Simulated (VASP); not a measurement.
# CuGe2F4 (P-4m2) in VASP: further runs, part 2 of 2

VASP 6.6.1. The steps go on from the part before.

### Step 3. Single point, PBE

This run uses another cell than the first one, of 13.61 Å³/atom.

File INCAR:

```
PREC     = Accurate       # precision mode
ENCUT    = 520            # plane-wave cutoff, eV
EDIFF    = 1E-6           # SCF threshold, eV
ISMEAR   = 0              # smearing method
SIGMA    = 0.1            # smearing width, eV
LREAL    = False          # projectors in reciprocal space
LASPH    = True           # aspherical terms in the spheres
NELM     = 80             # most SCF steps
ALGO     = Normal         # electronic algorithm
ISIF     = 2              # what is computed and relaxed
LWAVE    = False          # write WAVECAR
LCHARG   = False          # write CHGCAR
GGA      = PE             # functional
NBANDS   = 42             # bands
```

File KPOINTS:

```
Automatic mesh
0
Gamma
  10 10 6
```

File POSCAR:

```
CuGe2F4
1.0
    3.7363924864      0.0000000000      0.0000000000
    0.0000000000      3.7363924864      0.0000000000
    0.0000000000      0.0000000000      6.8237213083
Cu Ge F
1 2 4
Direct
    0.5000000000      0.5000000000      0.0000000000
    0.5000000000      0.0000000000      0.7053058744
    0.0000000000      0.5000000000      0.2946941256
    0.5000000000      0.0000000000      0.1654605135
    0.0000000000      0.5000000000      0.8345394865
    0.5000000000      0.5000000000      0.5000000000
    0.0000000000      0.0000000000      0.5000000000
```

Potentials or basis: VASP PAW PBE potentials, release 64 (Cu, Ge_d, F).

Launch:

```sh
cat potpaw_PBE.64/Cu/POTCAR potpaw_PBE.64/Ge_d/POTCAR potpaw_PBE.64/F/POTCAR > POTCAR
mpirun -np 1 vasp_std > vasp.out
```

OUTCAR:

```text
PREC = Accurate
   ENCUT = 520
   EDIFF = 1E-6
   ISMEAR = 0
   LREAL = False
   LASPH = True
   NELM = 80
   ISIF = 2
   GGA = PE

 ion  position               nearest neighbor table
   1  0.500  0.500  0.000-   4 2.18   5 2.18   4 2.18   5 2.18   2 2.74   2 2.74   3 2.74   3 2.74

   2  0.500  0.000  0.705-   6 2.34   7 2.34   6 2.34   7 2.34   1 2.74   1 2.74
   3  0.000  0.500  0.295-   6 2.34   7 2.34   7 2.34   6 2.34   1 2.74   1 2.74
   4  0.500  0.000  0.165-   1 2.18   1 2.18
   5  0.000  0.500  0.835-   1 2.18   1 2.18
   6  0.500  0.500  0.500-   2 2.34   3 2.34   2 2.34   3 2.34
   7  0.000  0.000  0.500-   2 2.34   3 2.34   3 2.34   2 2.34

  LATTYP: Found a simple tetragonal cell.
 ALAT       =     3.7363924864
 C/A-ratio  =     1.8262860053

  Lattice vectors:

 A1 = (   3.7363924864,   0.0000000000,   0.0000000000)
 A2 = (   0.0000000000,   3.7363924864,   0.0000000000)
 A3 = (   0.0000000000,   0.0000000000,   6.8237213083)

Analysis of symmetry for initial positions (statically):
=====================================================================
 Subroutine PRICEL returns:
 Original cell was already a primitive cell.

 Routine SETGRP: Setting up the symmetry group for a
 simple tetragonal supercell.

 Subroutine GETGRP returns: Found  8 space group operations
 (whereof  8 operations were pure point group operations)
 out of a pool of 16 trial point group operations.

The static configuration has the point symmetry D_2d.

Analysis of symmetry for dynamics (positions and initial velocities):
=====================================================================
 Subroutine PRICEL returns:
 Original cell was already a primitive cell.

 Routine SETGRP: Setting up the symmetry group for a
 simple tetragonal supercell.

 Subroutine GETGRP returns: Found  8 space group operations
 (whereof  8 operations were pure point group operations)
[... 135 lines left out ...]
  Thomas-Fermi vector in A             =   2.572859
   LORBIT       =      0    0 simple, 1 ext, 2 COOP (PROOUT), +10 PAW based schemes
   GGA     = PE    functional components
   LHFCALC =     F    Hartree Fock is set to
   AEXX    =    0.0000 exact exchange contribution
   IVDW    =     0    specifies the selected vdW correction
   LEPSILON=     F    determine dielectric tensor
   LRPA    =     F    only Hartree local field effects (RPA)
 non-spin polarized calculation
 Gauss-broadening in eV      SIGMA  =   0.10
  energy-cutoff  :      520.00
  volume of cell :       95.26
 maximum number of plane-waves:      2590
 NGX is ok and might be reduce to    28
   NGX = 13   NGY = 13   NGZ = 25

 number of electron      66.9999932 magnetization

 Free energy of the ion-electron system (eV)
  ---------------------------------------------------
  ext. energy  EPLUGINS =         0.00000000
  ---------------------------------------------------
  free energy    TOTEN  =       -28.97103759 eV

  energy without entropy =      -28.95907446  energy(sigma->0) =      -28.96505603

 E-fermi :   4.7314     XC(G=0): -10.4120

 val. band max:        4.7269819845   @ k =   0.1000   0.0000   0.5000
 cond. band min:       4.7374337502   @ k =   0.5000   0.2000   0.1667
 fundamental gap:      0.0104517657
 Fermi energy:         4.7313718383

 k-point     1 :       0.0000    0.0000    0.0000
  band No.  band energies     occupation
      1     -21.6673      2.00000
      2     -21.6158      2.00000
      3     -21.5841      2.00000
      4     -21.5841      2.00000
      5     -21.5777      2.00000
      6     -21.5761      2.00000
[... 1069 lines left out ...]
     41      12.5060      0.00000
     42      12.9306      0.00000

 [... further k-points ...]

------------------------ aborting loop because EDIFF is reached ----------------------------------------

  FORCE on cell =-STRESS in cart. coord.  units (eV):
  Direction    XX          YY          ZZ          XY          YZ          ZX
  --------------------------------------------------------------------------------------
  -------------------------------------------------------------------------------------
  Total       -0.0584206     -0.0584206     -0.0500411      0.0000000      0.0000000      0.0000000
  in kB       -0.9825399     -0.9825399     -0.8416108      0.0000000      0.0000000      0.0000000
  external PRESSURE =      -0.9355635 kB  Pullay stress =       0.0000000 kB

 VOLUME and BASIS-vectors are now :
 -----------------------------------------------------------------------------
  energy-cutoff  :      520.00
  volume of cell :       95.26
      direct lattice vectors                 reciprocal lattice vectors
     3.736392486  0.000000000  0.000000000     0.267637836  0.000000000  0.000000000
     0.000000000  3.736392486  0.000000000     0.000000000  0.267637836  0.000000000
     0.000000000  0.000000000  6.823721308     0.000000000  0.000000000  0.146547603

 POSITION                                       TOTAL-FORCE (eV/Angst)
 -----------------------------------------------------------------------------------
      1.86820      1.86820      0.00000        -0.000000      0.000000      0.000000
      1.86820      0.00000      4.81281         0.000000     -0.000000      0.012774
      0.00000      1.86820      2.01091         0.000000     -0.000000     -0.012774
      1.86820      0.00000      1.12906         0.000000     -0.000000      0.007023
      0.00000      1.86820      5.69466         0.000000     -0.000000     -0.007023
      1.86820      1.86820      3.41186         0.000000     -0.000000      0.000000
      0.00000      0.00000      3.41186         0.000000     -0.000000      0.000000
 -----------------------------------------------------------------------------------
    total drift:                                0.000000      0.000000     -0.000000

  FREE ENERGIE OF THE ION-ELECTRON SYSTEM (eV)
  ---------------------------------------------------
  free  energy   TOTEN  =       -28.9710375931 eV

  energy  without entropy=      -28.9590744618  energy(sigma->0) =      -28.96505603
```

It took 11 min on 1 thread of Intel Xeon 8259CL, shared host; peak memory 0.4 GiB.

What came out:

```yaml
Free_energy: -28.9710 eV
Pressure: -0.1 GPa
Largest_force: 0.013 eV/Å
Band_gap_on_the_k_mesh: zero (an odd number of electrons rules out a gap without spin polarisation)
```

Forces on the atoms (eV/Å):
```
Cu   0.000  0.000  0.000
Ge   0.000  0.000  0.013
Ge   0.000  0.000 -0.013
F    0.000  0.000  0.007
F    0.000  0.000 -0.007
F    0.000  0.000  0.000
F    0.000  0.000  0.000
```

Caveat: an odd number of electrons without spin polarisation forces a metal; a magnetic or distorted state may lie lower. With open d or f shells a metallic result of PBE can be an artefact of self-interaction; +U or a hybrid may open a gap.

### Step 4. Single point, PBE, collinear spin

File INCAR:

```
PREC = Accurate ; ENCUT = 520
EDIFF = 1E-6 ; ISMEAR = 0
SIGMA = 0.1 ; LREAL = False
LASPH = True ; NELM = 150
ALGO = Normal ; ISIF = 2
LWAVE = False ; LCHARG = True
ISPIN = 2 ; MAGMOM = 1 0 0 0 0 0 0
LORBIT = 11 ; LMAXMIX = 4
GGA = PE ; LELF = True
LVHAR = True ; NBANDS = 46
```

File KPOINTS:

```
Automatic mesh
0
Gamma
  6 6 2
```

File POSCAR:

```
CuGe2F4
1.0
    3.7287880374      0.0000000000      0.0000000000
    0.0000000000      3.7287880374      0.0000000000
    0.0000000000      0.0000000000      6.8370888170
Cu Ge F
1 2 4
Direct
    0.5000000000      0.5000000000      0.0000000000
    0.5000000000      0.0000000000      0.7060293995
    0.0000000000      0.5000000000      0.2939706005
    0.5000000000      0.0000000000      0.1659495035
    0.0000000000      0.5000000000      0.8340504965
    0.5000000000      0.5000000000      0.5000000000
    0.0000000000      0.0000000000      0.5000000000
```

Launch:

```sh
cat potpaw_PBE.64/Cu/POTCAR potpaw_PBE.64/Ge_d/POTCAR potpaw_PBE.64/F/POTCAR > POTCAR
mpirun -np 1 vasp_std > vasp.out
```

Wall time 6.1 min (1 thread of Intel Xeon 8259CL, shared host); peak memory 0.31 GiB.

The run converged. Its results:

```yaml
Free_energy: -28.9642 eV
Pressure: -0.1 GPa
Largest_force: 0.023 eV/Å
Net_moment: 0.00 μB per cell
Valence_electrons_inside_the_program's_atomic_spheres: Cu 9.81; Ge 11.91; F 6.03, 6.05 (each value once)
```

Forces in eV/Å, atoms in the order of the input:
```
Cu   0.000  0.000  0.000
Ge   0.000  0.000  0.023
Ge   0.000  0.000 -0.023
F    0.000  0.000  0.008
F    0.000  0.000 -0.008
F    0.000  0.000  0.000
F    0.000  0.000  0.000
```

Levels at points of the mesh, in eV from the Fermi level:
Spin up:
```
           k point  band 30  band 31  band 32  band 33  band 34  band 35  band 36  band 37  band 38  band 39
(0.00, 0.00, 0.00)    -2.38    -2.03    -2.03    -1.86    -0.58     1.41     2.70     2.70     3.42     3.42
(0.50, 0.00, 0.00)    -2.30    -2.29    -2.20    -1.84    -0.50     0.57     1.67     2.02     2.68     2.82
(0.50, 0.50, 0.00)    -2.23    -2.18    -2.18    -2.17     0.76     1.11     2.17     2.28     2.28     2.56
(0.00, 0.00, 0.50)    -2.35    -2.15    -2.04    -2.04    -0.05     0.46     2.70     2.70     3.51     3.51
(0.50, 0.00, 0.50)    -2.29    -2.25    -2.22    -1.82    -0.82     0.20     1.95     2.31     2.71     2.83
(0.50, 0.50, 0.50)    -2.37    -2.25    -2.25    -2.15     0.92     1.07     1.60     2.41     2.41     2.51
```
Spin down:
| k point | band 30 | band 31 | band 32 | band 33 | band 34 | band 35 | band 36 | band 37 | band 38 | band 39 |
| --- | --- | --- | --- | --- | --- | --- | --- | --- | --- | --- |
| (0.00, 0.00, 0.00) | -2.38 | -2.03 | -2.03 | -1.86 | -0.58 | 1.41 | 2.70 | 2.70 | 3.42 | 3.42 |
| (0.50, 0.00, 0.00) | -2.30 | -2.29 | -2.20 | -1.84 | -0.50 | 0.57 | 1.67 | 2.02 | 2.68 | 2.82 |
| (0.50, 0.50, 0.00) | -2.23 | -2.18 | -2.18 | -2.17 | 0.76 | 1.11 | 2.17 | 2.28 | 2.28 | 2.56 |
| (0.00, 0.00, 0.50) | -2.35 | -2.15 | -2.04 | -2.04 | -0.05 | 0.46 | 2.70 | 2.70 | 3.51 | 3.51 |
| (0.50, 0.00, 0.50) | -2.29 | -2.25 | -2.22 | -1.82 | -0.82 | 0.20 | 1.95 | 2.31 | 2.71 | 2.83 |
| (0.50, 0.50, 0.50) | -2.37 | -2.25 | -2.25 | -2.15 | 0.92 | 1.07 | 1.60 | 2.41 | 2.41 | 2.51 |

Caveat: the k points lie up to 0.46 Å⁻¹ apart. With open d or f shells a metallic result of PBE can be an artefact of self-interaction; +U or a hybrid may open a gap.

### Step 5. The runs side by side

| task | spin | cell | k mesh | cutoff (eV) | gap on the mesh (eV) | pressure (GPa) | largest force (eV/Å) |
| --- | --- | --- | --- | --- | --- | --- | --- |
| relaxation of cell and atoms | off | relaxed from a = 3.729, b = 3.729, c = 6.837 Å, 7 atoms, atomic positions A | 6 × 6 × 4 | 600 | none | -0.1 | 0.03 |
| single point | off | a = 3.736, b = 3.736, c = 6.824 Å, 7 atoms, atomic positions B | 10 × 10 × 6 | 520 | none | -0.1 | 0.01 |
| single point | collinear | a = 3.729, b = 3.729, c = 6.837 Å, 7 atoms, atomic positions A | 6 × 6 × 2 | 520 | none | -0.1 | 0.02 |

Alike in all rows: level PBE; potentials or basis VASP PAW PBE potentials, release 64 (Cu, Ge_d, F); smearing gaussian 0.1 eV.

Caveats: some runs use coarse meshes; an odd number of electrons without spin polarisation forces a metal (at least some runs); a magnetic or distorted state may lie lower (at least some runs); the relaxation stopped at its first step, so nothing moved (at least some runs).

Absolute energies hang on the potentials; compare differences alone.

The gap in the log of VASP goes by the Fermi energy; the results here count the filled bands.